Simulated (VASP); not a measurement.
Here is a VASP 6.6.1 calculation.

The input POSCAR:

```
Co2B2Au
1.0
    0.0000000000      3.3833960000      0.0000000000
    3.3833960000      0.0000000000      0.0000000000
    1.6916980000      1.6916980000     -4.2375420000
Au Co B
1 2 2
Direct
    0.0000000000      0.0000000000      0.0000000000
    0.7500000000      0.2500000000      0.5000000000
    0.2500000000      0.7500000000      0.5000000000
    0.3745000000      0.3745000000      0.2510000000
    0.6255000000      0.6255000000      0.7490000000
```

Contents of INCAR.step1:

```
PREC     = Accurate       # precision mode
ENCUT    = 520            # plane-wave cutoff, eV
ISMEAR   = -1             # smearing method
SIGMA    = 0.1            # smearing width, eV
LREAL    = F              # projectors in reciprocal space
LASPH    = T              # aspherical terms in the spheres
NELM     = 100            # most SCF steps
NBANDS   = 26             # bands
GGA      = PE             # functional
ALGO     = Normal         # electronic algorithm
EDIFF    = 1E-4           # SCF threshold, eV
LWAVE    = T              # write WAVECAR
LCHARG   = F              # write CHGCAR
```

INCAR.step2

```
PREC     = Accurate       # precision mode
ENCUT    = 520            # plane-wave cutoff, eV
EDIFF    = 1E-7           # SCF threshold, eV
ISMEAR   = -1             # smearing method
SIGMA    = 0.1            # smearing width, eV
LREAL    = F              # projectors in reciprocal space
LASPH    = T              # aspherical terms in the spheres
NELM     = 100            # most SCF steps
ALGO     = Normal         # electronic algorithm
ISIF     = 2              # what is computed and relaxed
LWAVE    = F              # write WAVECAR
LCHARG   = F              # write CHGCAR
METAGGA  = R2SCAN         # meta-GGA
LMIXTAU  = T            
NBANDS   = 26             # bands
ISTART   = 1
```

File KPOINTS:

```
Automatic mesh
0
Gamma
  11 11 11
```

Potentials or basis: VASP PAW PBE potentials, release 64 (Au, Co, B).

The run is started by

```console
$ cat potpaw_PBE.64/Au/POTCAR potpaw_PBE.64/Co/POTCAR potpaw_PBE.64/B/POTCAR > POTCAR
$ cp INCAR.step1 INCAR
$ mpirun -np 1 vasp_std > vasp.out
$ cp INCAR.step2 INCAR
$ mpirun -np 1 vasp_std > vasp.out
```

Task: Estimate the largest force.

Result: 0.309 eV/Å.

Task: Predict the band gap on the k mesh.

Result: Zero (an odd number of electrons rules out a gap without spin polarisation).

Task: What does it give for the pressure?

Result: 8.3 GPa.

Stress tensor (GPa, compression positive):
```
11.07  0.00  0.00
 0.00 11.07  0.00
 0.00  0.00  2.83
```

Caveat: the cell stands under pressure; the PAW data sets were made with another functional, which shifts forces and pressure a little; spin-orbit coupling is left out, which moves the levels of the heavy elements; the run has no spin polarisation, though such a crystal can be magnetic. Spin polarisation is off, so any magnetic state and its effect on volume and gap are missing.
